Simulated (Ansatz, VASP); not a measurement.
**Pt: VASP beside Ansatz**

Contents of INCAR:

```
ALGO = Fast
EDIFF = 1E-6
ENCUT = 520
GGA = PS
ISIF = 2
ISMEAR = 0
LASPH = T
LCHARG = F
LREAL = F
LWAVE = F
NBANDS = 11
NELM = 100
PREC = Accurate
SIGMA = 0.15
```

KPOINTS

```
k-points
0
Gamma
  20 20 20
```

Contents of POSCAR:

```
Pt
1.0
   -1.6189588721      1.5604422864      1.6189588721
    1.5019257007     -1.5604422864      1.5019257007
    1.6189588721      1.5604422864     -1.6189588721
Pt
1
Direct
    0.0000000000      0.0000000000      0.0000000000
```

Input for Ansatz:

```yaml
crystal:
  lattice:
    - [-1.6189588721, 1.5604422864, 1.6189588721]
    - [1.5019257007, -1.5604422864, 1.5019257007]
    - [1.6189588721, 1.5604422864, -1.6189588721]
  atoms:
    - { symbol: Pt, position: [0.0, 0.0, 0.0] }
basis:
  ecutwfc: 420
kpoints:
  mp_grid: { grid: [20, 20, 20] }
hamiltonian:
  xc: pbesol
  pseudopotentials: { kind: paw, azcp: { folder: soft_1 } }
scf:
  occupations: { method: gaussian, width: 0.15 }
output:
  forces: true
  stress: true
  eigenvalues: true
```

Change from the starting cell: engineering shear strain xz -0.0750, engineering shear strain yz +0.0000.

Alike in both runs: task single point; functional PBEsol; k mesh 20 × 20 × 20; occupations gaussian, width 0.15 eV; no spin polarisation.

|  | VASP | Ansatz |
| --- | --- | --- |
| version | VASP 6.6.1 | Ansatz 0.2.0 |
| potentials or method | VASP PAW PBE potentials, release 64 (Pt), cutoff 520 eV | scalar-relativistic, plane waves, PAW |
| valence electrons in the cell | 10 | 18 |

|  | VASP | Ansatz | Ansatz less VASP |
| --- | --- | --- | --- |
| gap on the k mesh at the Fermi level (eV) | none | none | - |
| pressure (GPa) | 2.0 | 2.3 | +0.35 |
| traceless stress, the component that is largest in VASP (GPa) | 13.38 | 13.45 | +0.078 |

VASP's potentials were made for PBE, not for PBEsol, and Ansatz warns of the same on its side. A gap of «none» marks a metal or a gap that the smearing closes. The functional is the same, so the differences come from potentials, cutoffs and numerics. VASP's potentials hold 10 valence electrons a cell and Ansatz's 18, so a difference there can come from the potentials and not from the codes.

Spin-orbit coupling is off throughout.
